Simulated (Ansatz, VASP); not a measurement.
Os in VASP and in Ansatz

```
Os
1.0
     2.91927    0.09012    0.18414
    -1.38159    2.33892   -0.16182
     0.29010   -0.12687    4.36393
Os
2
Cartesian
  0.1246 1.5576 1.0445
  1.7032 0.7446 3.3418
```

Alike in both runs: task single point; functional LDA; k mesh 3 × 3 × 2; occupations gaussian, width 0.1 eV; no spin polarisation.

|  | VASP | Ansatz |
| --- | --- | --- |
| version | VASP 6.6.1 | Ansatz 0.2.0 |
| potentials or method | VASP PAW LDA potentials, release 64 (Os), cutoff 600 eV | scalar-relativistic, plane waves, PAW |
| valence electrons in the cell | 16 | 32 |

Ansatz gave:

```
gap on the k mesh at the Fermi level (eV)                     : none
pressure (GPa)                                                : -19.1
traceless stress, the component that is largest in VASP (GPa) : -27.38
```

What did VASP give for the same quantities?

gap on the k mesh at the Fermi level (eV): none; pressure (GPa): -18.5; traceless stress, the component that is largest in VASP (GPa): -26.92.

LDA's correlation is that of Perdew and Zunger in VASP and of Perdew and Wang (1992) in Ansatz. A gap of «none» marks a metal or a gap that the smearing closes. VASP's potentials hold 16 valence electrons a cell and Ansatz's 32, so a difference there can come from the potentials and not from the codes.

The k mesh is coarse, so the values compare programs but aren't converged. Spin-orbit coupling is off throughout.
